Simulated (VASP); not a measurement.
**MgO (lda.b): single point with LDA**

Crystal: MgO (lda.b).

```
Mg O
1.0
     0.00000    2.05860    2.05860
     2.05860    0.00000    2.05860
     2.05860    2.05860    0.00000
Mg O
1 1
Direct
  0.00000 0.00000 0.00000
  0.50000 0.50000 0.50000
```

This cell differs from its parent crystal: volume scaled by 0.97.

* Program: VASP 6.6.1
* Task: single point
* Functional: LDA
* Potentials or basis: VASP PAW LDA potentials, release 64 (Mg, O)
* Cutoff: 600 eV
* k mesh: 10 × 10 × 10
* Occupations: gaussian, width 0.02 eV
* Spin: no spin polarisation
* Dipole correction: no
* Further INCAR settings: ALGO = Normal; EDIFF = 1e-06; NBANDS = 11

```
Pressure               : 3.6 GPa
Band gap on the k mesh : 5.35 eV, direct
```

Levels at points of the mesh, in eV from the valence-band top:
| k point | band 1 | band 2 | band 3 | band 4 | band 5 | band 6 | band 7 | band 8 | band 9 |
| --- | --- | --- | --- | --- | --- | --- | --- | --- | --- |
| (0.00, 0.00, 0.00) | -17.37 | 0.00 | 0.00 | 0.00 | 5.35 | 15.90 | 15.90 | 15.90 | 20.10 |
| (0.50, 0.00, 0.00) | -15.84 | -5.01 | -0.75 | -0.75 | 8.17 | 13.18 | 16.71 | 16.71 | 21.60 |
| (0.50, 0.50, 0.00) | -15.54 | -4.44 | -1.47 | -1.47 | 8.95 | 10.46 | 13.63 | 19.69 | 19.69 |

Wall time 11 s on 1 thread of Intel Xeon 8259CL, on a shared host, peak memory 0.14 GiB.
